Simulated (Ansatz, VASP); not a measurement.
**Te2Mo in VASP and in Ansatz**

The input POSCAR:

```
Te2Mo
1.0
   -3.5635452172      0.0000000000      0.0000000000
   -1.7817726086     -3.0861206856      0.0000000000
    0.0000000000      0.0000000000     15.2262210532
Te Mo
4 2
Direct
    0.3333333333      0.3333333333      0.6078457430
    0.6666666667      0.6666666667      0.1242647875
    0.3333333333      0.3333333333      0.8428971237
    0.6666666667      0.6666666667      0.3593161681
    0.3333333333      0.3333333333      0.2417904778
    0.6666666667      0.6666666667      0.7253714334
```

INCAR.step1

```
PREC = Accurate
ENCUT = 520
ISMEAR = 0
SIGMA = 0.05
LREAL = False
LASPH = True
NELM = 60
NBANDS = 35
GGA = PE
ALGO = Normal
EDIFF = 1E-4
LWAVE = True
LCHARG = False
```

File INCAR.step2:

```
PREC = Accurate
ENCUT = 520
EDIFF = 1E-6
ISMEAR = 0
SIGMA = 0.05
LREAL = False
LASPH = True
NELM = 60
ALGO = Normal
ISIF = 2
LWAVE = False
LCHARG = True
METAGGA = R2SCAN
LMIXTAU = True
LELF = True
LVHAR = True
NBANDS = 35
ISTART = 1
```

The input KPOINTS:

```
Automatic mesh
0
Gamma
  9 9 2
```

Input for Ansatz:

```yaml
crystal:
  lattice:
    - [-3.5635452172, 0.0, 0.0]
    - [-1.7817726086, -3.0861206856, 0.0]
    - [0.0, 0.0, 15.2262210532]
  atoms:
    - { symbol: Te, position: [0.3333333333, 0.3333333333, 0.607845743] }
    - { symbol: Te, position: [0.6666666667, 0.6666666667, 0.1242647875] }
    - { symbol: Te, position: [0.3333333333, 0.3333333333, 0.8428971237] }
    - { symbol: Te, position: [0.6666666667, 0.6666666667, 0.3593161681] }
    - { symbol: Mo, position: [0.3333333333, 0.3333333333, 0.2417904778] }
    - { symbol: Mo, position: [0.6666666667, 0.6666666667, 0.7253714334] }
basis:
  ecutwfc: 500
kpoints:
  mp_grid: { grid: [9, 9, 2] }
hamiltonian:
  xc: r2scan
scf:
  occupations: { method: gaussian, width: 0.05 }
output:
  forces: true
  stress: true
  eigenvalues: true
```

Alike in both runs: task single point; functional r2SCAN; k mesh 9 × 9 × 2; occupations gaussian, width 0.05 eV; no spin polarisation.

|  | VASP | Ansatz |
| --- | --- | --- |
| version | VASP 6.6.1 | Ansatz 0.2.0 |
| potentials or method | VASP PAW PBE potentials, release 64 (Te, Mo_sv), cutoff 520 eV | scalar-relativistic, plane waves, PAW |
| valence electrons in the cell | 52 | 92 |

```csv
,VASP,Ansatz,Ansatz less VASP
gap on the k mesh at the Fermi level (eV),1.08,1.08,-0.002
least direct gap on the mesh (eV),1.08,1.08,-0.002
pressure (GPa),0.0,-0.1,-0.10
"traceless stress, the component that is largest in VASP (GPa)",-0.04,-0.09,-0.056
rms of the force components (eV/Å),0.021,0.010,-0.0102
```

VASP's potentials were made for PBE, not for r2SCAN. Atom by atom the forces differ by 0.012 eV/Å (rms over components). With one functional, cell and mesh, what is left measures potentials, basis and numerics. VASP's potentials hold 52 valence electrons a cell and Ansatz's 92, so a difference there can come from the potentials and not from the codes.

Neither program's run includes spin-orbit coupling.
